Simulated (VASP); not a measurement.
Write the native input for VASP 6.6.1 that does the following.

* Task: single point
* Functional: PBEsol
* Potentials or basis: VASP PAW PBE potentials, release 64 (Sn_d, O)
* Cutoff: 520 eV
* k mesh: 7 × 7 × 7
* Occupations: fermi-dirac, width 0.05 eV
* Spin: no spin polarisation
* Dipole correction: no
* Further INCAR settings: ALGO = Normal; EDIFF = 1e-06; NBANDS = 64

The structure of SnO2 lies in POSCAR:

```
SnO2
1.0
   -5.1309480826      5.1309480826      1.5796029007
    5.1309480826     -5.1309480826      1.5796029007
    5.1309480826      5.1309480826     -1.5796029007
Sn O
4 8
Direct
    0.3535595636      0.8272113651      0.1807709287
    0.8272113651      0.6464404364      0.4736518015
    0.1727886349      0.3535595636      0.5263481985
    0.6464404364      0.1727886349      0.8192290713
    0.1971989476      0.1521088704      0.3493078179
    0.8478911296      0.1971989476      0.0450900772
    0.8028010524      0.8478911296      0.6506921821
    0.1521088704      0.8028010524      0.9549099228
    0.1587959853      0.5467467976      0.7055427829
    0.5467467976      0.8412040147      0.3879508124
    0.4532532024      0.1587959853      0.6120491876
    0.8412040147      0.4532532024      0.2944572171
```

One way to write it, as run:

INCAR

```
SYSTEM = SnO2
  PREC = Accurate
  ENCUT = 520
  EDIFF = 1E-6
  ISMEAR = -1
  SIGMA = 0.05
  LREAL = .FALSE.
  LASPH = .TRUE.
  NELM = 100
  ALGO = Normal
  ISIF = 2
  LWAVE = .FALSE.
  LCHARG = .TRUE.
  GGA = PS
  LELF = .TRUE.
  LVHAR = .TRUE.
  NBANDS = 64
```

KPOINTS

```
regular mesh
0
G
  7 7 7
  0 0 0
```

Potentials or basis: VASP PAW PBE potentials, release 64 (Sn_d, O).

Launch:

```sh
$ cat potpaw_PBE.64/Sn_d/POTCAR potpaw_PBE.64/O/POTCAR > POTCAR
$ mpirun -np 1 vasp_std > vasp.out
```

Results of the run:

* Pressure: 10.7 GPa
* Largest force: 0.067 eV/Å
* Band gap on the k mesh: 2.53 eV

Caveat: the cell stands under pressure; the PAW data sets were made with another functional, which shifts forces and pressure a little; spin-orbit coupling is left out, which moves the levels of the heavy elements; an odd mesh through Γ misses points on the zone boundary, where band edges can lie.

Run time: 28 min on 1 thread of Intel Xeon 8259CL (shared host), peak memory 0.68 GiB.
